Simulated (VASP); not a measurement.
Ni, 2 atoms in the cell. Symmetry: P6_3/mmc, No. 194, hexagonal system. The conventional cell has a = 2.480 Å, b = 2.480 Å, c = 4.126 Å, α = 90.00°, β = 90.00°, γ = 120.00°. Ni (site symmetry -6m2) has 12 Ni at 2.48 to 2.51 Å within 3.3 Å. 

```yaml
Program: VASP 6.6.1
Task: single point
Functional: r2SCAN
Potentials_or_basis: VASP PAW PBE potentials, release 64 (Ni)
Cutoff: 520 eV
k_mesh: 13 × 13 × 7
Occupations: methfessel-paxton, width 0.02 eV
Spin: collinear spin, ferromagnetic start
Starting_moments: "[1.5, 1.5] μB"
Dipole_correction: no
Further_INCAR_settings: ALGO = Normal; EDIFF = 1e-06; NBANDS = 21
```

Potentials or basis: VASP PAW PBE potentials, release 64 (Ni).

Run with:

```bash
$ cat potpaw_PBE.64/Ni/POTCAR > POTCAR
$ cp INCAR.step1 INCAR
$ mpirun -np 1 vasp_std > vasp.out
$ cp INCAR.step2 INCAR
$ mpirun -np 1 vasp_std > vasp.out
```

Hardware: 1 thread of Intel(R) Xeon(R) 6975P-C (Granite Rapids) (shared host).

Task: How long does it take, and how much memory?

Result: It took 2.2 min on 1 thread of Intel(R) Xeon(R) 6975P-C (Granite Rapids), on a shared host, peak memory 0.17 GiB. Counts: k points 84.
